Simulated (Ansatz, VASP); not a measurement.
NaCl: VASP beside Ansatz

Contents of INCAR:

```
PREC = Accurate ; ENCUT = 520
EDIFF = 1E-6 ; ISMEAR = 0
SIGMA = 0.011 ; LREAL = F
LASPH = T ; NELM = 80
ALGO = Normal ; ISIF = 2
LWAVE = F ; LCHARG = F
GGA = PE ; NBANDS = 14
```

KPOINTS

```
regular mesh
0
Gamma
  8 8 8
```

POSCAR

```
NaCl
1.0
    0.0000000000      2.7940632177      2.7940632177
    2.7940632177      0.0000000000      2.7940632177
    2.7940632177      2.7940632177      0.0000000000
Cl Na
1 1
Direct
    0.5000000000      0.5000000000      0.5000000000
    0.0000000000      0.0000000000      0.0000000000
```

File input.yaml:

```yaml
crystal:
  lattice:
    - [0.0, 2.7940632177, 2.7940632177]
    - [2.7940632177, 0.0, 2.7940632177]
    - [2.7940632177, 2.7940632177, 0.0]
  atoms:
    - { symbol: Cl, position: [0.5, 0.5, 0.5] }
    - { symbol: Na, position: [0.0, 0.0, 0.0] }
hamiltonian:
  xc: pbe
  pseudopotentials: { kind: paw }
kpoints:
  mp_grid: { grid: [8, 8, 8] }
scf:
  occupations: { method: gaussian, width: 0.011 }
output:
  forces: true
  stress: true
  eigenvalues: true
```

Alike in both runs: task single point; functional PBE; k mesh 8 × 8 × 8; occupations gaussian, width 0.011 eV; no spin polarisation.

|  | VASP | Ansatz |
| --- | --- | --- |
| version | VASP 6.6.1 | Ansatz 0.2.0 |
| potentials or method | VASP PAW PBE potentials, release 64 (Cl, Na_pv) | Ansatz PAW |
| plane-wave cutoff (eV) | 520 | 420 |
| valence electrons in the cell | 14 | 16 |

```csv
,VASP,Ansatz,Ansatz less VASP
gap on the k mesh at the Fermi level (eV),5.22,5.22,0.000
least direct gap on the mesh (eV),5.22,5.22,0.000
pressure (GPa),1.5,1.5,+0.02
```

VASP's potentials hold 14 valence electrons a cell and Ansatz's 16, so a difference there can come from the potentials and not from the codes.
